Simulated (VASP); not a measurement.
A run of VASP 6.6.1:

INCAR

```
SYSTEM = Al12H3C
PREC = Accurate ; ENCUT = 520
EDIFF = 1E-6 ; ISMEAR = 0
SIGMA = 0.1 ; LREAL = .FALSE.
LASPH = .TRUE. ; NELM = 120
ALGO = Normal ; ISIF = 2
LWAVE = .FALSE. ; LCHARG = .TRUE.
GGA = PS ; LELF = .TRUE.
LVHAR = .TRUE. ; NBANDS = 36
GGA_COMPAT = .FALSE. ; NELMDL = -8
```

Contents of KPOINTS:

```
Automatic mesh
0
G
  3 3 1
  0 0 0
```

POSCAR

```
Al12H3C
1.0
    5.7275650000      0.0000000000      0.0000000000
    2.8637820000      4.9602170000      0.0000000000
    0.0000000000      0.0000000000     15.6765370000
Al C H
12 1 3
Direct
    0.1666667000      0.1666667000      0.0637896000
    0.6666667000      0.1666667000      0.0637896000
    0.1666667000      0.6666667000      0.0637896000
    0.6666667000      0.6666667000      0.0637896000
   -0.1657541870      0.3345364296      0.2103440854
    0.3311971801      0.3342279123      0.2103488917
   -0.1654456664      0.8311815223      0.2103516974
    0.3333382789      0.8333180609      0.2058603169
    0.0076070973     -0.0033661642      0.3504887055
    0.4966324831     -0.0042468495      0.3504992033
   -0.0000344683      0.4999968304      0.3635633085
    0.4957685996      0.5075574980      0.3504863577
    0.0000157971      0.4999900878      0.4926914709
   -0.1087887072      0.3997603078      0.5165747670
    0.2090661611      0.3911651506      0.5165601520
   -0.1001947109      0.7090250492      0.5165717032
```

Potentials or basis: VASP PAW PBE potentials, release 64 (Al, C, H).

The run is started by

```console
$ cat potpaw_PBE.64/Al/POTCAR potpaw_PBE.64/C/POTCAR potpaw_PBE.64/H/POTCAR > POTCAR
$ mpirun -np 1 vasp_std > vasp.out
```

Hardware: 1 thread of Oxide Virtual Turin-like Processor, on a shared host.

Problem. Estimate the wall time of this run.

Solution. Wall time 5.6 min on 1 thread of Oxide Virtual Turin-like Processor, on a shared host, peak memory 0.58 GiB. Counts: scf iterations 23, k points 5.
